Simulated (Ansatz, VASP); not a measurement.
# MgF2: VASP beside Ansatz

```
F Mg
1.0
     6.18516    0.00000    0.00000
     0.00000    6.64380    0.00000
     0.00000    0.00000   25.49809
F Mg
16 8
Direct
  0.00000 0.00000 0.31375
  0.50000 0.00000 0.31375
  0.25000 0.30357 0.36493
  0.75000 0.30357 0.36493
  0.25000 0.69643 0.36493
  0.75000 0.69643 0.36493
  0.00000 0.00000 0.41611
  0.50000 0.00000 0.41611
  0.00067 0.50962 0.44458
  0.49921 0.51296 0.44338
  0.25096 0.81503 0.50282
  0.74890 0.81364 0.50105
  0.25969 0.19617 0.49444
  0.74154 0.19735 0.49352
  0.99925 0.47671 0.54663
  0.49957 0.49845 0.54565
  0.00000 0.50000 0.36493
  0.50000 0.50000 0.36493
  0.25000 0.00000 0.36493
  0.75000 0.00000 0.36493
  0.99932 0.00911 0.49567
  0.50094 0.00161 0.49056
  0.25235 0.50372 0.49927
  0.74665 0.50424 0.49909
```

Alike in both runs: task single point; functional PBE; k mesh 3 × 3 × 1; occupations gaussian, width 0.05 eV; no spin polarisation.

|  | VASP | Ansatz |
| --- | --- | --- |
| version | VASP 6.6.1 | Ansatz 0.2.0 |
| potentials or method | VASP PAW PBE potentials, release 64 (F, Mg), cutoff 520 eV | scalar-relativistic, plane waves, PAW |
| valence electrons in the cell | 128 | 192 |

|  | VASP | Ansatz | Ansatz less VASP |
| --- | --- | --- | --- |
| gap on the k mesh at the Fermi level (eV) | 4.88 | 4.93 | +0.055 |
| least direct gap on the mesh (eV) | 4.88 | 4.93 | +0.055 |
| rms of the force components (eV/Å) | 0.474 | 0.471 | -0.0040 |

VASP's potentials hold 128 valence electrons a cell and Ansatz's 192, so a difference there can come from the potentials and not from the codes.
